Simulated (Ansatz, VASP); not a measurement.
One calculation of InO, two programs

INCAR

```
SYSTEM = InO
ALGO     = Normal         ! electronic algorithm
EDIFF    = 1E-7           ! SCF threshold, eV
ENCUT    = 520            ! plane-wave cutoff, eV
GGA      = CA             ! functional
ISIF     = 2              ! what is computed and relaxed
ISMEAR   = 0              ! smearing method
LASPH    = .True.         ! aspherical terms in the spheres
LCHARG   = .False.        ! write CHGCAR
LREAL    = .False.        ! projectors in reciprocal space
LWAVE    = .False.        ! write WAVECAR
NBANDS   = 27             ! bands
NELM     = 60             ! most SCF steps
PREC     = Accurate       ! precision mode
SIGMA    = 0.03           ! smearing width, eV
```

KPOINTS

```
k-points
0
Gamma
  12 12 2
  0 0 0
```

Contents of POSCAR:

```
InO
1.0
    3.2809331112      0.0000000000      0.0000000000
   -1.6404665556      2.8413714224      0.0000000000
    0.0000000000      0.0000000000     16.2740275000
In O
2 2
Direct
    0.6666666667      0.3333333333      0.5900210000
    0.6666666667      0.3333333333      0.4099790000
    0.0000000000      0.0000000000      0.6398670000
    0.0000000000      0.0000000000      0.3601330000
```

Input for Ansatz:

```yaml
crystal:
  lattice:
    - [3.2809331112, 0.0, 0.0]
    - [-1.6404665556, 2.8413714224, 0.0]
    - [0.0, 0.0, 16.2740275]
  atoms:
    - { symbol: In, position: [0.6666666667, 0.3333333333, 0.590021] }
    - { symbol: In, position: [0.6666666667, 0.3333333333, 0.409979] }
    - { symbol: O, position: [0.0, 0.0, 0.639867] }
    - { symbol: O, position: [0.0, 0.0, 0.360133] }
basis:
  ecutwfc: 420
kpoints:
  mp_grid: { grid: [12, 12, 2] }
hamiltonian:
  xc: lda
scf:
  occupations: { method: gaussian, width: 0.03 }
output:
  forces: true
  stress: true
  eigenvalues: true
  write_density: true
  write_potential: true
  elf: true
  volumetric_format: npy
```

Change from the starting cell: strain -0.050 along x and y, +0.025 along z, atoms carried along.

Alike in both runs: task single point; functional LDA; k mesh 12 × 12 × 2; occupations gaussian, width 0.03 eV; no spin polarisation.

```csv
,VASP,Ansatz
version,VASP 6.6.1,Ansatz 0.2.0
potentials or method,"VASP PAW LDA potentials, release 64 (In_d, O), cutoff 520 eV","scalar-relativistic, plane waves, PAW"
valence electrons in the cell,38,38
```

|  | VASP | Ansatz | Ansatz less VASP |
| --- | --- | --- | --- |
| gap on the k mesh at the Fermi level (eV) | 0.10 | 0.10 | 0.000 |
| least direct gap on the mesh (eV) | 1.36 | 1.35 | -0.003 |
| rms of the force components (eV/Å) | 0.415 | 0.398 | -0.0167 |

LDA's correlation is that of Perdew and Zunger in VASP and of Perdew and Wang (1992) in Ansatz. Atom by atom the forces differ by 0.022 eV/Å (rms over components). Ansatz's warnings: xc potential rough in thin density.
